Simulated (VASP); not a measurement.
ZrSi11O24 (a cell with a defect):

```
Zr Si O
1.0
     8.38869    0.00000    0.00000
     0.00000    8.38869    0.00000
     0.00000    0.00000    8.03564
Zr Si O
2 22 48
Cartesian
  8.1901 0.2001 0.0025
  3.9955 4.3946 2.6771
  0.0086 8.3813 2.7397
  0.0240 8.3657 5.3100
  0.0305 4.1851 8.0275
  0.0105 4.1651 2.6877
  0.0110 4.1846 5.3576
  4.2049 8.3596 8.0275
  4.2248 8.3794 2.6877
  4.2053 8.3789 5.3576
  4.2030 4.1869 7.9755
  4.2186 4.1714 5.4053
  2.1282 2.0675 1.3398
  2.0695 2.0222 4.0307
  2.1735 2.1261 6.6844
  2.0482 6.3418 1.3061
  2.0744 6.3153 4.0688
  2.0778 6.3123 6.6825
  6.2424 2.1473 1.3735
  6.2719 2.1179 4.0327
  6.2690 2.1211 6.6463
  6.3225 6.2618 1.3398
  6.3678 6.3204 4.0308
  6.2638 6.2165 6.6846
  1.4197 1.3558 8.0178
  1.2678 1.2263 2.6800
  1.3113 1.2639 5.3703
  1.2167 5.5301 8.0082
  1.3918 5.3938 2.6905
  1.2447 5.4842 5.3749
  5.5860 1.1994 8.0246
  5.4111 1.3356 2.7070
  5.4392 1.2897 5.3403
  5.4620 5.4207 8.0351
  5.6141 5.5499 2.6974
  5.5057 5.4581 5.3447
  2.9694 2.9278 8.0352
  2.8400 2.7760 2.6975
  2.9317 2.8843 5.3449
  2.8600 7.1732 8.0083
  2.9962 6.9981 2.6906
  2.9059 7.1451 5.3749
  7.1906 2.8036 8.0247
  7.0544 2.9787 2.7070
  7.1002 2.9509 5.3404
  7.0343 6.9702 8.0178
  7.1637 7.1221 2.6802
  7.1261 7.0786 5.3706
  0.8339 3.3618 1.3398
  0.8141 3.3455 4.0246
  0.8502 3.3817 6.6906
  0.8472 7.5425 1.4702
  0.8377 7.5523 4.0161
  0.8337 7.5568 6.5812
  5.0419 3.3485 1.2095
  5.0276 3.3619 4.1340
  5.0321 3.3579 6.6991
  5.0282 7.5562 1.3398
  5.0445 7.5758 4.0247
  5.0084 7.5398 6.6905
  3.4077 0.7879 1.3398
  3.3613 0.7585 4.0137
  3.4371 0.8343 6.7015
  3.2825 5.1077 1.0396
  3.2998 5.0896 4.3179
  3.3912 4.9988 6.6854
  7.4764 0.9128 1.6400
  7.5854 0.8044 4.0298
  7.4946 0.8957 6.3973
  7.6020 4.9822 1.3398
  7.6315 5.0286 4.0137
  7.5555 4.9528 6.7015
```

Base run:

| Property | Result |
| --- | --- |
| Program | VASP 6.6.1 |
| Functional | PBEsol |
| Potentials or basis | VASP PAW PBE potentials, release 64 (Zr_sv, Si, O) |
| Cutoff | 520 eV |
| k mesh | 1 × 1 × 1, shifted |
| Occupations | fermi-dirac, width 0.05 eV |
| Spin | no spin polarisation |

Its results: band gap on the k mesh 4.63 eV; pressure 16.1 GPa; largest force 0.075 eV/Å.

Q: The run is repeated on the same cell with these changes: functional from PBEsol to r2SCAN; cutoff from 520 eV to 580 eV. What comes out?

A: Band gap on the k mesh 5.31 eV; pressure 13.8 GPa; largest force 0.273 eV/Å.

Caveats: the PAW data sets were made with another functional, which shifts forces and pressure a little.

A k mesh can miss the band edges.
